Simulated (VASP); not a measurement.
## MgO: single point with PBE

The system is MgO.

```
Mg O
1.0
     2.93772    0.00000    0.00000
    -1.46886    2.39150    0.00000
     0.00000    0.00000    2.67979
Mg O
1 1
Direct
  0.00000 0.00000 0.00000
  0.33333 0.66667 0.50000
```

This cell differs from its parent crystal: strain -0.0600 x Voigt [0, 1, 0, 0, 0, 0].

```yaml
Program: VASP 6.6.1
Task: single point
Functional: PBE
Potentials_or_basis: VASP PAW PBE potentials, release 64 (Mg, O)
Cutoff: 520 eV
k_mesh: 12 × 12 × 8
Occupations: gaussian, width 0.05 eV
Spin: no spin polarisation
```

The pressure is 8.6 GPa and the largest force is 0.105 eV/Å. The band gap on the k mesh is 3.23 eV, indirect (least direct gap 3.67 eV).

Forces on the atoms (eV/Å):
```
Mg   0.000 -0.105  0.000
O    0.000  0.105  0.000
```

Stress tensor (GPa, compression positive):
```
 6.09  0.00  0.00
 0.00 21.67  0.00
 0.00  0.00 -1.91
```

Levels at points of the mesh, in eV from the valence-band top:
```tsv
k point	band 2	band 3	band 4	band 5	band 6	band 7
(0.00, 0.00, 0.00)	-0.84	-0.76	-0.44	3.23	11.77	15.67
(0.50, 0.00, 0.00)	-5.32	-1.19	-0.44	7.00	10.96	13.06
(0.00, 0.50, 0.00)	-5.11	-1.73	-0.36	6.42	11.42	13.17
(0.00, 0.00, 0.50)	-5.87	-0.25	0.00	8.84	9.14	17.19
(0.50, 0.00, 0.50)	-4.11	-3.79	-0.78	5.53	12.27	14.51
(0.00, 0.50, 0.50)	-3.94	-3.68	-1.25	5.98	11.22	14.37
```

It took 20 s on 1 thread of Intel Xeon 6975P-C, with other jobs on the host, peak memory 0.17 GiB.

Caveat: the cell differs from its parent crystal (strain -0.0600 x Voigt [0, 1, 0, 0, 0, 0]). A k mesh can miss the band edges.
